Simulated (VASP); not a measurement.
# AgRh (P-6m2) in VASP: notebook

AgRh is run at these levels: BLYP, r2SCAN, LDA; tasks: single point, relaxation of cell and atoms.

All numbers are computed with VASP 6.6.1; they aren't measurements. Logs are shortened: lines on timing, memory, paths and dates and some standing lists are left out, and cuts for length are marked.

**1. The cell of the first run**

Symmetry: P-6m2, No. 187, hexagonal system. The conventional cell has a = 2.820 Å, b = 2.820 Å, c = 4.895 Å, α = 90.00°, β = 90.00°, γ = 120.00°. Within 3.7 Å of Ag (site symmetry -6m2) lie 6 Ag at 2.82 Å and 6 Rh at 2.94 Å. Within 3.7 Å of Rh (site symmetry -6m2) lie 6 Rh at 2.82 Å and 6 Ag at 2.94 Å.

**2. Single point, BLYP**

INCAR reads:

```
PREC = Accurate
ENCUT = 520
EDIFF = 1E-7
ISMEAR = -1
SIGMA = 0.05
LREAL = False
LASPH = True
NELM = 60
ALGO = Normal
ISIF = 2
LWAVE = False
LCHARG = False
GGA = B5
ALDAX = 1.0
AGGAX = 1.0
AGGAC = 1.0
ALDAC = 0.0
NBANDS = 20
```

KPOINTS reads:

```
Automatic mesh
0
Gamma
  11 11 6
```

POSCAR reads:

```
AgRh
1.0
    2.8200074600      0.0000000000      0.0000000000
   -1.4100037300      2.4421980992      0.0000000000
    0.0000000000      0.0000000000      4.8950464449
Ag Rh
1 1
Direct
    0.0000000000      0.0000000000      0.5000000000
    0.6666666667      0.3333333333      0.0000000000
```

Potentials or basis: VASP PAW PBE potentials, release 64 (Ag, Rh_pv).

Launch:

```
$ cat potpaw_PBE.64/Ag/POTCAR potpaw_PBE.64/Rh_pv/POTCAR > POTCAR
$ mpirun -np 1 vasp_std > vasp.out
```

OUTCAR:

```text
PREC = Accurate
   ENCUT = 520
   EDIFF = 1E-7
   ISMEAR = -1
   LREAL = False
   LASPH = True
   NELM = 60
   ISIF = 2
   GGA = B5

 ion  position               nearest neighbor table
   1  0.000  0.000  0.500-   2 2.94   2 2.94   2 2.94   2 2.94   2 2.94   2 2.94
   2  0.667  0.333  0.000-   1 2.94   1 2.94   1 2.94   1 2.94   1 2.94   1 2.94

  LATTYP: Found a hexagonal cell.
 ALAT       =     2.8200074600
 C/A-ratio  =     1.7358274807

  Lattice vectors:

 A1 = (   2.8200074600,   0.0000000000,   0.0000000000)
 A2 = (  -1.4100037300,   2.4421980992,   0.0000000000)
 A3 = (   0.0000000000,   0.0000000000,   4.8950464449)

Analysis of symmetry for initial positions (statically):
=====================================================================
 Subroutine PRICEL returns:
 Original cell was already a primitive cell.

 Routine SETGRP: Setting up the symmetry group for a
 hexagonal supercell.

 Subroutine GETGRP returns: Found 12 space group operations
 (whereof 12 operations were pure point group operations)
 out of a pool of 24 trial point group operations.

The static configuration has the point symmetry D_3h.

Analysis of symmetry for dynamics (positions and initial velocities):
=====================================================================
 Subroutine PRICEL returns:
 Original cell was already a primitive cell.

 Routine SETGRP: Setting up the symmetry group for a
 hexagonal supercell.

 Subroutine GETGRP returns: Found 12 space group operations
 (whereof 12 operations were pure point group operations)
 out of a pool of 24 trial point group operations.

The dynamic configuration has the point symmetry D_3h.

 Subroutine INISYM returns: Found 12 space group operations
 (whereof 12 operations are pure point group operations),
 and found     1 'primitive' translations

----------------------------------------------------------------------------------------

                                     Primitive cell

  volume of cell :      33.7123

  direct lattice vectors                    reciprocal lattice vectors
     2.820007460  0.000000000  0.000000000     0.354608991  0.204733596  0.000000000
    -1.410003730  2.442198099  0.000000000     0.000000000  0.409467193  0.000000000
     0.000000000  0.000000000  4.895046445     0.000000000  0.000000000  0.204288154

  length of vectors
     2.820007460  2.820007460  4.895046445     0.409467193  0.409467193  0.204288154

  position of ions in fractional coordinates (direct lattice)
     0.000000000  0.000000000  0.500000000
     0.666666667  0.333333333  0.000000000

  ion indices of the primitive-cell ions
   primitive index   ion index
                 1           1
                 2           2

----------------------------------------------------------------------------------------

 KPOINTS: Automatic mesh

Automatic generation of k-mesh.
 Grid dimensions read from file:
 generate k-points for:   11   11    6

 Generating k-lattice:

  Cartesian coordinates                     Fractional coordinates (reciprocal lattice)
     0.032237181  0.018612145  0.000000000     0.090909091  0.000000000  0.000000000
     0.000000000  0.037224290  0.000000000     0.000000000  0.090909091  0.000000000
     0.000000000  0.000000000  0.034048026     0.000000000  0.000000000  0.166666667

  Length of vectors
     0.037224290  0.037224290  0.034048026

  Shift w.r.t. Gamma in fractional coordinates (k-lattice)
     0.000000000  0.000000000  0.000000000

 Subroutine IBZKPT returns following result:
 ===========================================

 Found     64 irreducible k-points:

 Following reciprocal coordinates:
            Coordinates               Weight
  0.000000  0.000000  0.000000      1.000000
  0.090909  0.000000  0.000000      6.000000
  0.181818  0.000000  0.000000      6.000000
  0.272727  0.000000  0.000000      6.000000
  0.363636  0.000000  0.000000      6.000000
  0.454545  0.000000  0.000000      6.000000
[... 16 lines left out ...]
  0.090909  0.090909  0.166667     12.000000
  0.181818  0.090909  0.166667     24.000000
 [... further k-points ...]
   k-points           NKPTS =     64   k-points in BZ     NKDIM =     64   number of bands    NBANDS=     20
   number of dos      NEDOS =    301   number of ions     NIONS =      2
   total plane-waves  NPLWV =  20736
   dimension x,y,z NGX =    24 NGY =   24 NGZ =   36
   dimension x,y,z NGXF=    48 NGYF=   48 NGZF=   72
   ions per type =               1   1
   NGX,Y,Z   is equivalent  to a cutoff of  14.15, 14.15, 12.23 a.u.
   NGXF,Y,Z  is equivalent  to a cutoff of  28.30, 28.30, 24.45 a.u.
 SYSTEM =  unknown system
   PREC   = accura    normal or accurate (medium, high low for compatibility)
   ISTART =      0    job   : 0-new  1-cont  2-samecut
   ICHARG =      2    charge: 1-file 2-atom 10-const
   ISPIN  =      1    spin polarized calculation?
   LNONCOLLINEAR =      F non collinear calculations
   LSORBIT =      F    spin-orbit coupling
   LASPH  =      T    aspherical Exc in radial PAW
   ENCUT  =  520.0 eV  38.22 Ry    6.18 a.u.   5.24  5.24  9.10*2*pi/ulx,y,z
   NELM   =     60;   NELMIN=  2; NELMDL= -5     # of ELM steps
   EDIFF  = 0.1E-06   stopping-criterion for ELM
   LREAL  =      F    real-space projection
   EDIFFG = 0.1E-05   stopping-criterion for IOM
   NSW    =      0    number of steps for IOM
   IBRION =     -1    ionic relax: 0-MD 1-quasi-New 2-CG
   NFREE  =      0    steps in history (QN), initial steepest desc. (CG)
   ISIF   =      2    stress and relaxation
   ISYM   =      2    0-nonsym 1-usesym 2-fastsym
   POTIM  = 0.5000    time-step for ionic-motion
   TEBEG  =    0.0;   TEEND  =   0.0 temperature during run
   PSTRESS=    0.0 pullay stress
   NELECT =      26.0000    total number of electrons
   NUPDOWN=      -1.0000    fix difference up-down
   EMIN   =  10.00;   EMAX   =-10.00  energy-range for DOS
   EFERMI =   0.00;   METHOD = LEGACY
   ISMEAR =    -1;   SIGMA  =   0.05  broadening in eV -4-tet -1-fermi 0-gaus
   EFERMI_NEDOS =   21; number of points for ismear=-14 and -15
   IALGO  =     38    algorithm
   IMIX   =      4    mixing-type and parameters
     AMIX     =   0.40;   BMIX     =  1.00
     AMIX_MAG =   1.60;   BMIX_MAG =  1.00
  volume/ion in A,a.u.               =      16.86       113.75
  Fermi-wavevector in a.u.,A,eV,Ry     =   1.501309  2.837062 30.666544  2.253927
  Thomas-Fermi vector in A             =   2.612696
   LORBIT       =      0    0 simple, 1 ext, 2 COOP (PROOUT), +10 PAW based schemes
   GGA     = B5    functional components
   LHFCALC =     F    Hartree Fock is set to
   AEXX    =    0.0000 exact exchange contribution
   IVDW    =     0    specifies the selected vdW correction
   LEPSILON=     F    determine dielectric tensor
   LRPA    =     F    only Hartree local field effects (RPA)
 non-spin polarized calculation
  energy-cutoff  :      520.00
  volume of cell :       33.71
 maximum number of plane-waves:       924
 NGX is ok and might be reduce to    24
   NGX = 11   NGY = 11   NGZ = 19

 number of electron      26.0000003 magnetization

 Free energy of the ion-electron system (eV)
  ---------------------------------------------------
  ext. energy  EPLUGINS =         0.00000000
  ---------------------------------------------------
  free energy    TOTEN  =        -7.78884727 eV

  energy without entropy =       -7.75979671  energy(sigma->0) =       -7.77432199

 E-fermi :   8.6329     XC(G=0): -11.8976

 val. band max:        8.6255808342   @ k =   0.2727   0.0000   0.0000
 cond. band min:       8.6455536606   @ k =   0.3636   0.2727   0.5000
 fundamental gap:      0.0199728265
 Fermi energy:         8.6329203680

 k-point     1 :       0.0000    0.0000    0.0000
  band No.  band energies     occupation
      1     -36.7660      2.00000
      2     -36.7660      2.00000
      3     -36.7183      2.00000
      4       1.9228      2.00000
      5       3.1822      2.00000
      6       4.4506      2.00000
[... 12 lines left out ...]
     19      27.5112      0.00000
     20      29.2821      0.00000

 k-point     2 :       0.0909    0.0000    0.0000
  band No.  band energies     occupation
      1     -36.7938      2.00000
      2     -36.7727      2.00000
      3     -36.7147      2.00000
      4       2.1738      2.00000
      5       3.3211      2.00000
      6       4.3651      2.00000
[... 12 lines left out ...]
     19      26.8218      0.00000
     20      27.8262      0.00000

 k-point     3 :       0.1818    0.0000    0.0000
  band No.  band energies     occupation
      1     -36.8678      2.00000
      2     -36.7908      2.00000
      3     -36.7050      2.00000
      4       2.8343      2.00000
      5       3.6168      2.00000
      6       4.2776      2.00000
[... 12 lines left out ...]
     19      26.7975      0.00000
     20      26.9291      0.00000

 k-point     4 :       0.2727    0.0000    0.0000
  band No.  band energies     occupation
      1     -36.9639      2.00000
      2     -36.8144      2.00000
      3     -36.6922      2.00000
      4       3.2520      2.00000
      5       3.9235      2.00000
      6       4.2918      2.00000
[... 12 lines left out ...]
     19      24.9089      0.00000
     20      26.1364      0.00000

 k-point     5 :       0.3636    0.0000    0.0000
  band No.  band energies     occupation
      1     -37.0513      2.00000
      2     -36.8360      2.00000
      3     -36.6804      2.00000
      4       3.0905      2.00000
      5       3.8661      2.00000
      6       4.2037      2.00000
[... 12 lines left out ...]
     19      22.8379      0.00000
     20      23.0147      0.00000
[... 353 lines left out ...]
      6       4.3783      2.00000
[... 12 lines left out ...]
     19      22.6014      0.00000
     20      24.2119      0.00000

 k-point    22 :       0.4545    0.0000    0.1667
  band No.  band energies     occupation
      1     -37.1028      2.00000
      2     -36.8488      2.00000
      3     -36.6734      2.00000
      4       2.9541      2.00000
      5       3.5269      2.00000
      6       4.4119      2.00000
[... 12 lines left out ...]
     19      21.7369      0.00000
     20      22.1099      0.00000

 k-point    23 :       0.0909    0.0909    0.1667
  band No.  band energies     occupation
      1     -36.8430      2.00000
      2     -36.7868      2.00000
      3     -36.7082      2.00000
      4       2.7989      2.00000
      5       3.6132      2.00000
      6       4.2117      2.00000
[... 12 lines left out ...]
     19      26.0501      0.00000
     20      27.0456      0.00000

 k-point    24 :       0.1818    0.0909    0.1667
  band No.  band energies     occupation
      1     -36.9239      2.00000
      2     -36.8118      2.00000
      3     -36.6969      2.00000
      4       3.4207      2.00000
      5       3.8781      2.00000
      6       4.1950      2.00000
[... 12 lines left out ...]
     19      25.2914      0.00000
     20      26.4337      0.00000

 [... further k-points ...]
[... 5 lines left out ...]
  --------------------------------------------------------------------------------------
  -------------------------------------------------------------------------------------
  Total        0.0591344      0.0591344      0.0410216     -0.0000000     -0.0000000      0.0000000
  in kB        2.8103655      2.8103655      1.9495555     -0.0000000     -0.0000000      0.0000000
  external PRESSURE =       2.5234288 kB  Pullay stress =       0.0000000 kB

 VOLUME and BASIS-vectors are now :
 -----------------------------------------------------------------------------
  energy-cutoff  :      520.00
  volume of cell :       33.71
      direct lattice vectors                 reciprocal lattice vectors
     2.820007460  0.000000000  0.000000000     0.354608991  0.204733596  0.000000000
    -1.410003730  2.442198099  0.000000000     0.000000000  0.409467193  0.000000000
     0.000000000  0.000000000  4.895046445     0.000000000  0.000000000  0.204288154

 POSITION                                       TOTAL-FORCE (eV/Angst)
 -----------------------------------------------------------------------------------
      0.00000      0.00000      2.44752        -0.000000      0.000000      0.000000
      1.41000      0.81407      0.00000         0.000000      0.000000      0.000000
 -----------------------------------------------------------------------------------
    total drift:                               -0.000000      0.000000      0.000000

  FREE ENERGIE OF THE ION-ELECTRON SYSTEM (eV)
  ---------------------------------------------------
  free  energy   TOTEN  =        -7.7888472725 eV

  energy  without entropy=       -7.7597967095  energy(sigma->0) =       -7.77432199
```

Run time: 2.6 min. Hardware: 1 thread of AMD EPYC, shared host; peak memory 0.15 GiB.

Results:

```yaml
Free_energy: -7.7888 eV
Pressure: 0.3 GPa
Band_gap_on_the_k_mesh: zero (bands 13 and 14 overlap by 1.21 eV)
```

Caveat: the PAW data sets were made with another functional, which shifts forces and pressure a little.

(Continued in part 2 of 2.)
